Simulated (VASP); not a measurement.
# Mg2C (Fm-3m) in VASP: further runs, part 2 of 2

VASP 6.6.1. Earlier steps stand in the parts before.

### 4 Single point, PBE (volume changed by -3%)

Input file INCAR:

```
  PREC = Accurate
  ENCUT = 520
  EDIFF = 1E-6
  ISMEAR = 0
  SIGMA = 0.01
  LREAL = False
  LASPH = True
  NELM = 100
  ALGO = Normal
  ISIF = 2
  LWAVE = False
  LCHARG = False
  GGA = PE
  NBANDS = 11
```

Input file KPOINTS:

```
regular mesh
0
Gamma
  6 6 6
```

Input file POSCAR:

```
Mg2C
1.0
    0.0000000000      2.7022748596      2.7022748596
    2.7022748596      0.0000000000      2.7022748596
    2.7022748596      2.7022748596      0.0000000000
C Mg
1 2
Direct
    0.0000000000      0.0000000000      0.0000000000
    0.2500000000      0.2500000000      0.2500000000
    0.7500000000      0.7500000000      0.7500000000
```

Potentials or basis: VASP PAW PBE potentials, release 64 (C, Mg).

Launch:

```sh
$ cat potpaw_PBE.64/C/POTCAR potpaw_PBE.64/Mg/POTCAR > POTCAR
$ mpirun -np 1 vasp_std > vasp.out
```

OUTCAR:

```text
PREC = Accurate
   ENCUT = 520
   EDIFF = 1E-6
   ISMEAR = 0
   LREAL = False
   LASPH = True
   NELM = 100
   ISIF = 2
   GGA = PE

 ion  position               nearest neighbor table
   1  0.000  0.000  0.000-   3 2.34   3 2.34   3 2.34   2 2.34   3 2.34   2 2.34   2 2.34   2 2.34

   2  0.250  0.250  0.250-   1 2.34   1 2.34   1 2.34   1 2.34   3 2.70   3 2.70   3 2.70   3 2.70
                             3 2.70   3 2.70
   3  0.750  0.750  0.750-   1 2.34   1 2.34   1 2.34   1 2.34   2 2.70   2 2.70   2 2.70   2 2.70
                             2 2.70   2 2.70

  LATTYP: Found a face centered cubic cell.
 ALAT       =     5.4045497192

  Lattice vectors:

 A1 = (   0.0000000000,   2.7022748596,   2.7022748596)
 A2 = (   2.7022748596,   0.0000000000,   2.7022748596)
 A3 = (   2.7022748596,   2.7022748596,   0.0000000000)

Analysis of symmetry for initial positions (statically):
=====================================================================
 Subroutine PRICEL returns:
 Original cell was already a primitive cell.

 Routine SETGRP: Setting up the symmetry group for a
 face centered cubic supercell.

 Subroutine GETGRP returns: Found 48 space group operations
 (whereof 48 operations were pure point group operations)
 out of a pool of 48 trial point group operations.

The static configuration has the point symmetry O_h .

Analysis of symmetry for dynamics (positions and initial velocities):
=====================================================================
 Subroutine PRICEL returns:
 Original cell was already a primitive cell.

 Routine SETGRP: Setting up the symmetry group for a
 face centered cubic supercell.

 Subroutine GETGRP returns: Found 48 space group operations
 (whereof 48 operations were pure point group operations)
 out of a pool of 48 trial point group operations.

The dynamic configuration has the point symmetry O_h .

 Subroutine INISYM returns: Found 48 space group operations
 (whereof 48 operations are pure point group operations),
 and found     1 'primitive' translations

----------------------------------------------------------------------------------------

                                     Primitive cell

  volume of cell :      39.4656

  direct lattice vectors                    reciprocal lattice vectors
     0.000000000  2.702274860  2.702274860    -0.185029290  0.185029290  0.185029290
     2.702274860  0.000000000  2.702274860     0.185029290 -0.185029290  0.185029290
     2.702274860  2.702274860  0.000000000     0.185029290  0.185029290 -0.185029290

  length of vectors
     3.821593756  3.821593756  3.821593756     0.320480132  0.320480132  0.320480132

  position of ions in fractional coordinates (direct lattice)
     0.000000000  0.000000000  0.000000000
     0.250000000  0.250000000  0.250000000
     0.750000000  0.750000000  0.750000000

  ion indices of the primitive-cell ions
   primitive index   ion index
                 1           1
                 2           2
                 3           3

----------------------------------------------------------------------------------------

 KPOINTS: regular mesh

Automatic generation of k-mesh.
 Grid dimensions read from file:
 generate k-points for:    6    6    6
[... 36 lines left out ...]
 -0.333333  0.500000  0.166667     12.000000
   k-points           NKPTS =     16   k-points in BZ     NKDIM =     16   number of bands    NBANDS=     11
   number of dos      NEDOS =    301   number of ions     NIONS =      3
   total plane-waves  NPLWV =  21952
   dimension x,y,z NGX =    28 NGY =   28 NGZ =   28
   dimension x,y,z NGXF=    56 NGYF=   56 NGZF=   56
   ions per type =               1   2
   NGX,Y,Z   is equivalent  to a cutoff of  12.18, 12.18, 12.18 a.u.
   NGXF,Y,Z  is equivalent  to a cutoff of  24.36, 24.36, 24.36 a.u.
 SYSTEM =  unknown system
   PREC   = accura    normal or accurate (medium, high low for compatibility)
   ISTART =      0    job   : 0-new  1-cont  2-samecut
   ICHARG =      2    charge: 1-file 2-atom 10-const
   ISPIN  =      1    spin polarized calculation?
   LNONCOLLINEAR =      F non collinear calculations
   LSORBIT =      F    spin-orbit coupling
   LASPH  =      T    aspherical Exc in radial PAW
   ENCUT  =  520.0 eV  38.22 Ry    6.18 a.u.   7.11  7.11  7.11*2*pi/ulx,y,z
   NELM   =    100;   NELMIN=  2; NELMDL= -5     # of ELM steps
   EDIFF  = 0.1E-05   stopping-criterion for ELM
   LREAL  =      F    real-space projection
   EDIFFG = 0.1E-04   stopping-criterion for IOM
   NSW    =      0    number of steps for IOM
   IBRION =     -1    ionic relax: 0-MD 1-quasi-New 2-CG
   NFREE  =      0    steps in history (QN), initial steepest desc. (CG)
   ISIF   =      2    stress and relaxation
   ISYM   =      2    0-nonsym 1-usesym 2-fastsym
   POTIM  = 0.5000    time-step for ionic-motion
   TEBEG  =    0.0;   TEEND  =   0.0 temperature during run
   PSTRESS=    0.0 pullay stress
   NELECT =       8.0000    total number of electrons
   NUPDOWN=      -1.0000    fix difference up-down
   EMIN   =  10.00;   EMAX   =-10.00  energy-range for DOS
   EFERMI =   0.00;   METHOD = LEGACY
   ISMEAR =     0;   SIGMA  =   0.01  broadening in eV -4-tet -1-fermi 0-gaus
   EFERMI_NEDOS =   21; number of points for ismear=-14 and -15
   IALGO  =     38    algorithm
   IMIX   =      4    mixing-type and parameters
     AMIX     =   0.40;   BMIX     =  1.00
     AMIX_MAG =   1.60;   BMIX_MAG =  1.00
  volume/ion in A,a.u.               =      13.16        88.78
  Fermi-wavevector in a.u.,A,eV,Ry     =   0.961683  1.817318 12.583135  0.924834
  Thomas-Fermi vector in A             =   2.091076
   LORBIT       =      0    0 simple, 1 ext, 2 COOP (PROOUT), +10 PAW based schemes
   GGA     = PE    functional components
   LHFCALC =     F    Hartree Fock is set to
   AEXX    =    0.0000 exact exchange contribution
   IVDW    =     0    specifies the selected vdW correction
   LEPSILON=     F    determine dielectric tensor
   LRPA    =     F    only Hartree local field effects (RPA)
 non-spin polarized calculation
 Gauss-broadening in eV      SIGMA  =   0.01
  energy-cutoff  :      520.00
  volume of cell :       39.47
 maximum number of plane-waves:      1073
   NGX = 15   NGY = 15   NGZ = 15

 number of electron       8.0000000 magnetization

 Free energy of the ion-electron system (eV)
  ---------------------------------------------------
  ext. energy  EPLUGINS =         0.00000000
  ---------------------------------------------------
  free energy    TOTEN  =       -11.46989601 eV

  energy without entropy =      -11.46989601  energy(sigma->0) =      -11.46989601

 E-fermi :   3.8744     XC(G=0):  -9.9759

 val. band max:        3.8181163474   @ k =   0.0000   0.0000   0.0000
 cond. band min:       4.5493781679   @ k =   0.5000   0.5000   0.0000
 fundamental gap:      0.7312618205
 Fermi energy:         3.8744405532

 k-point     1 :       0.0000    0.0000    0.0000
  band No.  band energies     occupation
      1      -6.9192      2.00000
      2       3.8181      2.00000
      3       3.8181      2.00000
      4       3.8181      2.00000
      5       5.3730      0.00000
      6      10.4871      0.00000
      7      10.4871      0.00000
      8      10.4871      0.00000
      9      13.5287      0.00000
     10      13.5287      0.00000
     11      14.5467      0.00000
[... 197 lines left out ...]
 k-point    16 :      -0.3333    0.5000    0.1667
  band No.  band energies     occupation
      1      -4.8381      2.00000
      2       0.2153      2.00000
      3       1.3996      2.00000
      4       1.5345      2.00000
      5       6.2822      0.00000
      6       9.5275      0.00000
      7      10.9854      0.00000
      8      12.0102      0.00000
      9      13.6659      0.00000
     10      15.1500      0.00000
     11      18.7855      0.00000

------------------------ aborting loop because EDIFF is reached ----------------------------------------

  FORCE on cell =-STRESS in cart. coord.  units (eV):
  Direction    XX          YY          ZZ          XY          YZ          ZX
  --------------------------------------------------------------------------------------
  -------------------------------------------------------------------------------------
  Total        0.6743491      0.6743491      0.6743491     -0.0000000     -0.0000000      0.0000000
  in kB       27.3764292     27.3764292     27.3764292     -0.0000000     -0.0000000      0.0000000
  external PRESSURE =      27.3764292 kB  Pullay stress =       0.0000000 kB

 VOLUME and BASIS-vectors are now :
 -----------------------------------------------------------------------------
  energy-cutoff  :      520.00
  volume of cell :       39.47
      direct lattice vectors                 reciprocal lattice vectors
     0.000000000  2.702274860  2.702274860    -0.185029290  0.185029290  0.185029290
     2.702274860  0.000000000  2.702274860     0.185029290 -0.185029290  0.185029290
     2.702274860  2.702274860  0.000000000     0.185029290  0.185029290 -0.185029290

 POSITION                                       TOTAL-FORCE (eV/Angst)
 -----------------------------------------------------------------------------------
      0.00000      0.00000      0.00000         0.000000      0.000000      0.000000
      1.35114      1.35114      1.35114         0.000000     -0.000000      0.000000
      4.05341      4.05341      4.05341        -0.000000      0.000000     -0.000000
 -----------------------------------------------------------------------------------
    total drift:                               -0.000000     -0.000000      0.000000

  FREE ENERGIE OF THE ION-ELECTRON SYSTEM (eV)
  ---------------------------------------------------
  free  energy   TOTEN  =       -11.4698960117 eV

  energy  without entropy=      -11.4698960117  energy(sigma->0) =      -11.46989601
```

OSZICAR:

```text
N       E                     dE             d eps       ncg     rms          rms(c)
DAV:   1     0.830278217550E+01    0.83028E+01   -0.32407E+03   352   0.607E+02
DAV:   2    -0.123194205409E+02   -0.20622E+02   -0.18956E+02   477   0.832E+01
DAV:   3    -0.138343817881E+02   -0.15150E+01   -0.15104E+01   424   0.208E+01
DAV:   4    -0.138456504979E+02   -0.11269E-01   -0.11268E-01   402   0.222E+00
DAV:   5    -0.138457130285E+02   -0.62531E-04   -0.62530E-04   403   0.166E-01    0.707E+00
DAV:   6    -0.115059901148E+02    0.23397E+01   -0.14326E+01   397   0.140E+01    0.213E+00
DAV:   7    -0.114913305400E+02    0.14660E-01   -0.18171E-01   373   0.266E+00    0.145E+00
DAV:   8    -0.114735196854E+02    0.17811E-01   -0.56550E-02   367   0.183E+00    0.646E-01
DAV:   9    -0.114706214852E+02    0.28982E-02   -0.39174E-03   403   0.327E-01    0.370E-01
DAV:  10    -0.114698914535E+02    0.73003E-03   -0.32750E-03   376   0.275E-01    0.156E-02
DAV:  11    -0.114698952070E+02   -0.37535E-05   -0.33794E-05   397   0.351E-02    0.928E-03
DAV:  12    -0.114698960117E+02   -0.80469E-06   -0.79790E-07   280   0.685E-03
   1 F= -.11469896E+02 E0= -.11469896E+02  d E =-.130706E-17
```

Wall time 7.2 s (1 thread of Intel Xeon 6975P-C, shared host); peak memory 0.15 GiB.

What came out:

| Quantity | Value |
| --- | --- |
| Free energy | -11.4699 eV |
| Pressure | 2.7 GPa |
| Band gap on the k mesh | 0.73 eV, indirect (least direct gap 1.55 eV) |

 A k mesh can miss the band edges.

### 5 Single point, PBE (volume changed by +3%)

Input file INCAR:

```
PREC = Accurate
ENCUT = 520
EDIFF = 1E-6
ISMEAR = 0
SIGMA = 0.01
LREAL = F
LASPH = T
NELM = 100
ALGO = Normal
ISIF = 2
LWAVE = F
LCHARG = F
GGA = PE
NBANDS = 11
```

Input file KPOINTS:

```
Automatic mesh
0
Gamma
  6 6 6
```

Input file POSCAR:

```
Mg2C
1.0
    0.0000000000      2.7568809830      2.7568809830
    2.7568809830      0.0000000000      2.7568809830
    2.7568809830      2.7568809830      0.0000000000
C Mg
1 2
Direct
    0.0000000000      0.0000000000      0.0000000000
    0.2500000000      0.2500000000      0.2500000000
    0.7500000000      0.7500000000      0.7500000000
```

Launch:

```sh
$ cat potpaw_PBE.64/C/POTCAR potpaw_PBE.64/Mg/POTCAR > POTCAR
$ mpirun -np 1 vasp_std > vasp.out
```

Wall time 9.6 s (1 thread of Intel Xeon 6975P-C, shared host); peak memory 0.16 GiB.

It converged, with:

```
Free energy            : -11.4681 eV
Pressure               : -2.8 GPa
Band gap on the k mesh : 0.73 eV, indirect (least direct gap 1.18 eV)
```

Levels at points of the mesh, in eV from the valence-band top:
| k point | band 2 | band 3 | band 4 | band 5 | band 6 | band 7 |
| --- | --- | --- | --- | --- | --- | --- |
| (0.00, 0.00, 0.00) | 0.00 | 0.00 | 0.00 | 1.18 | 6.30 | 6.30 |
| (0.50, 0.00, 0.00) | -4.63 | -0.42 | -0.42 | 3.09 | 5.43 | 5.43 |
| (0.50, 0.50, 0.00) | -3.97 | -1.51 | -1.51 | 0.73 | 3.84 | 8.52 |

### 6 Single point, PBE (volume changed by +6%)

Input file INCAR:

```
PREC = Accurate
ENCUT = 520
EDIFF = 1E-6
ISMEAR = 0
SIGMA = 0.01
LREAL = False
LASPH = True
NELM = 100
ALGO = Normal
ISIF = 2
LWAVE = False
LCHARG = True
GGA = PE
LELF = True
LVHAR = True
NBANDS = 11
```

Input file KPOINTS:

```
regular mesh
0
Gamma
  6 6 6
```

Input file POSCAR:

```
Mg2C
1.0
    0.0000000000      2.7833910803      2.7833910803
    2.7833910803      0.0000000000      2.7833910803
    2.7833910803      2.7833910803      0.0000000000
C Mg
1 2
Direct
    0.0000000000      0.0000000000      0.0000000000
    0.2500000000      0.2500000000      0.2500000000
    0.7500000000      0.7500000000      0.7500000000
```

Potentials or basis: VASP PAW PBE potentials, release 64 (C, Mg).

Launch:

```sh
$ cat potpaw_PBE.64/C/POTCAR potpaw_PBE.64/Mg/POTCAR > POTCAR
$ mpirun -np 1 vasp_std > vasp.out
```

Run time: 10 s. Hardware: 1 thread of Intel Xeon 6975P-C, shared host; peak memory 0.16 GiB.

It converged, with:

```yaml
Free_energy: -11.4387 eV
Pressure: -4.9 GPa
Band_gap_on_the_k_mesh: 0.72 eV, indirect (least direct gap 1.00 eV)
```

Levels at points of the mesh, in eV from the valence-band top:
```tsv
k point	band 1	band 2	band 3	band 4	band 5	band 6	band 7	band 8	band 9
(0.00, 0.00, 0.00)	-10.40	0.00	0.00	0.00	1.00	6.14	6.14	6.14	9.33
(0.50, 0.00, 0.00)	-9.02	-4.56	-0.43	-0.43	2.89	5.33	5.33	5.59	10.37
(0.50, 0.50, 0.00)	-8.58	-3.92	-1.49	-1.49	0.72	3.69	8.25	8.75	8.75
```

### 7 The runs side by side

```csv
cell,gap on the mesh (eV),pressure (GPa)
"a = 3.782 Å, angles 60.0°, 3 atoms",0.73,6.2
"a = 3.861 Å, angles 60.0°, 3 atoms",0.73,-0.2
"a = 3.822 Å, angles 60.0°, 3 atoms",0.73,2.7
"a = 3.899 Å, angles 60.0°, 3 atoms",0.73,-2.8
"a = 3.936 Å, angles 60.0°, 3 atoms",0.72,-4.9
```

Alike in all rows: task single point; level PBE; potentials or basis VASP PAW PBE potentials, release 64 (C, Mg); no spin polarisation; k mesh 6 × 6 × 6; cutoff (eV) 520; smearing gaussian 0.01 eV.

Absolute energies hang on the potentials; compare differences alone.
